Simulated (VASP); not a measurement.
Set up this calculation in VASP 6.6.1, as the native input.

| Quantity | Value |
| --- | --- |
| Task | relaxation of cell and atoms |
| Functional | LDA |
| Potentials or basis | VASP PAW LDA potentials, release 64 (C, Mo_sv) |
| Cutoff | 600 eV |
| k mesh | 7 × 7 × 6 |
| Occupations | fermi-dirac, width 0.05 eV |
| Spin | no spin polarisation |
| Dipole correction | no |
| Further INCAR settings | ALGO = Normal; EDIFF = 1e-06; IBRION = 2; EDIFFG = -0.01; NSW = 60; ISIF = 3 |

The structure of Mo2C lies in POSCAR:

```
Mo2C
1.0
    3.1900000000      0.0000000000      0.0000000000
   -1.5950000000      2.7626210381      0.0000000000
    0.0000000000      0.0000000000      3.5090000000
C Mo
1 2
Direct
    0.0000000000      0.0000000000      0.0000000000
    0.3333333333      0.6666666667      0.5000000000
    0.6666666667      0.3333333333      0.5000000000
```

The input as run:

INCAR

```
SYSTEM = Mo2C
ALGO     = Normal         ! electronic algorithm
EDIFF    = 1E-6           ! SCF threshold, eV
EDIFFG   = -0.01          ! ionic threshold
ENCUT    = 600            ! plane-wave cutoff, eV
IBRION   = 2              ! ionic algorithm
ISIF     = 3              ! what is computed and relaxed
ISMEAR   = -1             ! smearing method
LASPH    = .TRUE.         ! aspherical terms in the spheres
LCHARG   = .FALSE.        ! write CHGCAR
LREAL    = .FALSE.        ! projectors in reciprocal space
LWAVE    = .FALSE.        ! write WAVECAR
NELM     = 100            ! most SCF steps
NSW      = 60             ! ionic steps
PREC     = Accurate       ! precision mode
SIGMA    = 0.05           ! smearing width, eV
```

KPOINTS

```
k-points
0
G
  7 7 6
  0 0 0
```

Potentials or basis: VASP PAW LDA potentials, release 64 (C, Mo_sv).

Run with:

```console
$ cat potpaw_LDA.64/C/POTCAR potpaw_LDA.64/Mo_sv/POTCAR > POTCAR
$ mpirun -np 1 vasp_std > vasp.out
```

It gave:

* Relaxed volume: 12.92 Å³/atom
* Relaxed cell: a = 4.142 Å, b = 4.142 Å, c = 2.608 Å, α = 90.00°, β = 90.00°, γ = 120.00°
* Space group after relaxing (to 0.1 Å): P6/mmm (No. 191)
* Pressure after relaxing: 0.0 GPa
* Band gap on the k mesh: zero (bands 16 and 17 overlap by 1.07 eV)

Caveat: the volume moved by over 15 % at a fixed basis, so the end points are rough.

Wall time 9.2 min on 1 thread of Intel Xeon 8259CL (shared host), peak memory 0.17 GiB.
